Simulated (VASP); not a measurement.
Runs of VASP 6.6.1 on Ga. The structure is that of space group I4/mmm (No. 139), or close to it. The cells are those of the table. 

| task | cell | gap on the mesh (eV) | pressure (GPa) |
| --- | --- | --- | --- |
| single point | a = 2.979, b = 2.979, c = 2.971 Å, angles 123.7, 123.7, 83.1°, 1 atom | none | -1.7 |
| electric field gradients | a = 2.924 Å, angles 123.9, 123.9, 83.4°, 1 atom | none | 2.7 |
| single point | a = 3.005, b = 3.005, c = 3.028 Å, angles 124.5, 124.5, 84.2°, 1 atom | none | -1.6 |
| single point | a = 2.999, b = 2.999, c = 3.014 Å, angles 124.3, 124.3, 83.9°, 1 atom | none | (a) |
| electric field gradients | a = 2.998 Å, angles 123.5, 123.5, 84.0°, 1 atom | none | -2.7 |
| single point | a = 2.992, b = 2.992, c = 2.999 Å, angles 124.1, 124.1, 83.7°, 1 atom | none | -1.7 |
| single point | a = 2.966, b = 2.966, c = 2.942 Å, angles 123.2, 123.2, 82.5°, 1 atom | none | -1.7 |
| single point | a = 2.972, b = 2.972, c = 2.956 Å, angles 123.5, 123.5, 82.8°, 1 atom | none | -1.6 |

Alike in all rows: level LDA; potentials or basis VASP PAW LDA potentials, release 64 (Ga_d); no spin polarisation; k mesh 14 × 14 × 16; cutoff (eV) 520; smearing fermi-dirac 0.05 eV.

Estimate the missing entries.

(a) -1.5.

A k mesh can miss the band edges, and the runs leave out spin-orbit coupling on Ga.

A gap of «none» marks levels without a gap at the run's occupations.
